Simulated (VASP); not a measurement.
# BaTe (Fm-3m) in VASP: further runs

BaTe is run at these levels: LDA, RPBE; tasks: single point.

Everything below comes from runs of VASP 6.6.1. Logs are shortened: lines on timing, memory, paths and dates and some standing lists are left out, and cuts for length are marked.

## (1) The cell of the first run

It takes space group Fm-3m (No. 225, cubic). Conventional cell: a = 6.820 Å, b = 6.820 Å, c = 6.820 Å, α = 90.00°, β = 90.00°, γ = 90.00°. Ba (site symmetry m-3m) has 6 Te at 3.41 Å within 4.5 Å. Within 4.5 Å of Te (site symmetry m-3m) lie 6 Ba at 3.41 Å.

## (2) Single point, LDA

File INCAR:

```
SYSTEM = BaTe
PREC     = Accurate       ! precision mode
ENCUT    = 520            ! plane-wave cutoff, eV
EDIFF    = 1E-7           ! SCF threshold, eV
ISMEAR   = -1             ! smearing method
SIGMA    = 0.05           ! smearing width, eV
LREAL    = .FALSE.        ! projectors in reciprocal space
LASPH    = .TRUE.         ! aspherical terms in the spheres
NELM     = 60             ! most SCF steps
ALGO     = Normal         ! electronic algorithm
ISIF     = 2              ! what is computed and relaxed
LWAVE    = .FALSE.        ! write WAVECAR
LCHARG   = .TRUE.         ! write CHGCAR
LELF     = .TRUE.         ! ELF
LVHAR    = .TRUE.       
NBANDS   = 15             ! bands
```

File KPOINTS:

```
Automatic mesh
0
G
  7 7 7
  0 0 0
```

File POSCAR:

```
BaTe
1.0
    0.0000000000      3.4100000000      3.4100000000
    3.4100000000      0.0000000000      3.4100000000
    3.4100000000      3.4100000000      0.0000000000
Ba Te
1 1
Direct
    0.0000000000      0.0000000000      0.0000000000
    0.5000000000      0.5000000000      0.5000000000
```

Potentials or basis: VASP PAW LDA potentials, release 64 (Ba_sv, Te).

On the command line:

```sh
cat potpaw_LDA.64/Ba_sv/POTCAR potpaw_LDA.64/Te/POTCAR > POTCAR
mpirun -np 1 vasp_std > vasp.out
```

OUTCAR:

```text
SYSTEM = BaTe
   PREC = Accurate
   ENCUT = 520
   EDIFF = 1E-7
   ISMEAR = -1
   LREAL = .FALSE.
   LASPH = .TRUE.
   NELM = 60
   ISIF = 2

 ion  position               nearest neighbor table
   1  0.000  0.000  0.000-   2 3.41   2 3.41   2 3.41   2 3.41   2 3.41   2 3.41
   2  0.500  0.500  0.500-   1 3.41   1 3.41   1 3.41   1 3.41   1 3.41   1 3.41

  LATTYP: Found a face centered cubic cell.
 ALAT       =     6.8200000000

  Lattice vectors:

 A1 = (   0.0000000000,   3.4100000000,   3.4100000000)
 A2 = (   3.4100000000,   0.0000000000,   3.4100000000)
 A3 = (   3.4100000000,   3.4100000000,   0.0000000000)

Analysis of symmetry for initial positions (statically):
=====================================================================
 Subroutine PRICEL returns:
 Original cell was already a primitive cell.

 Routine SETGRP: Setting up the symmetry group for a
 face centered cubic supercell.

 Subroutine GETGRP returns: Found 48 space group operations
 (whereof 48 operations were pure point group operations)
 out of a pool of 48 trial point group operations.

The static configuration has the point symmetry O_h .

Analysis of symmetry for dynamics (positions and initial velocities):
=====================================================================
 Subroutine PRICEL returns:
 Original cell was already a primitive cell.

 Routine SETGRP: Setting up the symmetry group for a
 face centered cubic supercell.

 Subroutine GETGRP returns: Found 48 space group operations
 (whereof 48 operations were pure point group operations)
 out of a pool of 48 trial point group operations.

The dynamic configuration has the point symmetry O_h .

 Subroutine INISYM returns: Found 48 space group operations
 (whereof 48 operations are pure point group operations),
 and found     1 'primitive' translations

----------------------------------------------------------------------------------------

                                     Primitive cell

  volume of cell :      79.3036

  direct lattice vectors                    reciprocal lattice vectors
     0.000000000  3.410000000  3.410000000    -0.146627566  0.146627566  0.146627566
     3.410000000  0.000000000  3.410000000     0.146627566 -0.146627566  0.146627566
     3.410000000  3.410000000  0.000000000     0.146627566  0.146627566 -0.146627566

  length of vectors
     4.822468248  4.822468248  4.822468248     0.253966394  0.253966394  0.253966394

  position of ions in fractional coordinates (direct lattice)
[... 8 lines left out ...]
----------------------------------------------------------------------------------------

 KPOINTS: Automatic mesh

Automatic generation of k-mesh.
[... 74 lines left out ...]
   EMIN   =  10.00;   EMAX   =-10.00  energy-range for DOS
   EFERMI =   0.00;   METHOD = LEGACY
   ISMEAR =    -1;   SIGMA  =   0.05  broadening in eV -4-tet -1-fermi 0-gaus
   EFERMI_NEDOS =   21; number of points for ismear=-14 and -15
   IALGO  =     38    algorithm
   IMIX   =      4    mixing-type and parameters
     AMIX     =   0.40;   BMIX     =  1.00
     AMIX_MAG =   1.60;   BMIX_MAG =  1.00
  volume/ion in A,a.u.               =      39.65       267.58
  Fermi-wavevector in a.u.,A,eV,Ry     =   0.960175  1.814468 12.543704  0.921936
  Thomas-Fermi vector in A             =   2.089436
   LORBIT       =      0    0 simple, 1 ext, 2 COOP (PROOUT), +10 PAW based schemes
   GGA     = CA    functional components
   LHFCALC =     F    Hartree Fock is set to
   AEXX    =    0.0000 exact exchange contribution
   IVDW    =     0    specifies the selected vdW correction
   LEPSILON=     F    determine dielectric tensor
   LRPA    =     F    only Hartree local field effects (RPA)
 non-spin polarized calculation
  energy-cutoff  :      520.00
  volume of cell :       79.30
 maximum number of plane-waves:      2145
   NGX = 17   NGY = 17   NGZ = 17

 number of electron      16.0000000 magnetization

 Free energy of the ion-electron system (eV)
  ---------------------------------------------------
  ext. energy  EPLUGINS =         0.00000000
  ---------------------------------------------------
  free energy    TOTEN  =        -9.60180771 eV

  energy without entropy =       -9.60180759  energy(sigma->0) =       -9.60180765

 E-fermi :   3.2225     XC(G=0):  -8.8506

 val. band max:        2.6084758642   @ k =   0.0000   0.0000   0.0000
 cond. band min:       3.8659069031   @ k =   0.4286   0.4286   0.0000
 fundamental gap:      1.2574310389
 Fermi energy:         3.2224552702

 k-point     1 :       0.0000    0.0000    0.0000
  band No.  band energies     occupation
      1     -24.1563      2.00000
      2      -9.3470      2.00000
      3      -9.3470      2.00000
      4      -9.3470      2.00000
      5      -7.1810      2.00000
      6       2.6085      1.99999
      7       2.6085      1.99999
      8       2.6085      1.99999
      9       5.3579      0.00000
     10       5.3579      0.00000
     11       5.3579      0.00000
     12       5.6185      0.00000
     13       6.1137      0.00000
     14       6.1137      0.00000
[... 329 lines left out ...]
      2      -9.6611      2.00000
      3      -9.5696      2.00000
      4      -9.4680      2.00000
      5      -6.6157      2.00000
      6       1.0622      2.00000
      7       1.5568      2.00000
      8       1.6229      2.00000
      9       5.6383      0.00000
     10       6.5433      0.00000
     11       7.7587      0.00000
     12       8.1282      0.00000
     13       8.3279      0.00000
     14      10.3630      0.00000
     15      11.0690      0.00000

------------------------ aborting loop because EDIFF is reached ----------------------------------------

  FORCE on cell =-STRESS in cart. coord.  units (eV):
  Direction    XX          YY          ZZ          XY          YZ          ZX
  --------------------------------------------------------------------------------------
  -------------------------------------------------------------------------------------
  Total        0.6139191      0.6139191      0.6139191     -0.0000000      0.0000000      0.0000000
  in kB       12.4030537     12.4030537     12.4030537     -0.0000000      0.0000000      0.0000000
  external PRESSURE =      12.4030537 kB  Pullay stress =       0.0000000 kB

 VOLUME and BASIS-vectors are now :
 -----------------------------------------------------------------------------
  energy-cutoff  :      520.00
  volume of cell :       79.30
      direct lattice vectors                 reciprocal lattice vectors
     0.000000000  3.410000000  3.410000000    -0.146627566  0.146627566  0.146627566
     3.410000000  0.000000000  3.410000000     0.146627566 -0.146627566  0.146627566
     3.410000000  3.410000000  0.000000000     0.146627566  0.146627566 -0.146627566

 POSITION                                       TOTAL-FORCE (eV/Angst)
 -----------------------------------------------------------------------------------
      0.00000      0.00000      0.00000         0.000000      0.000000      0.000000
      3.41000      3.41000      3.41000        -0.000000     -0.000000     -0.000000
 -----------------------------------------------------------------------------------
    total drift:                                0.000000      0.000000      0.000000

  FREE ENERGIE OF THE ION-ELECTRON SYSTEM (eV)
  ---------------------------------------------------
  free  energy   TOTEN  =        -9.6018077122 eV

  energy  without entropy=       -9.6018075879  energy(sigma->0) =       -9.60180765
```

It took 42 s on 1 thread of AMD EPYC 7R43 (Zen 3), shared host; peak memory 0.15 GiB.

Results:

| Property | Result |
| --- | --- |
| Free energy | -9.6018 eV |
| Pressure | 1.2 GPa |
| Band gap on the k mesh | 1.26 eV, indirect (least direct gap 1.64 eV) |

Caveat: spin-orbit coupling is left out, which moves the levels of the heavy elements. A hybrid or GW would open this gap; LDA tends to underestimate it.

## (3) Single point, RPBE

File INCAR:

```
SYSTEM = BaTe
ALGO = Normal
EDIFF = 1E-6
ENCUT = 520
GGA = RP
ISIF = 2
ISMEAR = 0
LASPH = .TRUE.
LCHARG = .FALSE.
LREAL = .FALSE.
LWAVE = .FALSE.
NBANDS = 15
NELM = 80
PREC = Accurate
SIGMA = 0.1
```

File KPOINTS:

```
k-points
0
G
  7 7 7
  0 0 0
```

POSCAR is that of step 2.

Potentials or basis: VASP PAW PBE potentials, release 64 (Ba_sv, Te).

On the command line:

```sh
cat potpaw_PBE.64/Ba_sv/POTCAR potpaw_PBE.64/Te/POTCAR > POTCAR
mpirun -np 1 vasp_std > vasp.out
```

Wall time 12 s (1 thread of AMD EPYC 9R45 (Zen 5), shared host); peak memory 0.18 GiB.

The run converged. Its results:

```
Free energy            : -7.8824 eV
Pressure               : 5.6 GPa
Band gap on the k mesh : 1.49 eV, indirect (least direct gap 1.87 eV)
```

Levels at points of the mesh, in eV from the valence-band top:
```csv
k point,band 5,band 6,band 7,band 8,band 9,band 10,band 11,band 12
"(0.00, 0.00, 0.00)",-9.68,0.00,0.00,0.00,2.95,2.95,2.95,3.41
```

Caveat: the PAW data sets were made with another functional, which shifts forces and pressure a little; spin-orbit coupling is left out, which moves the levels of the heavy elements. A k mesh can miss the band edges.
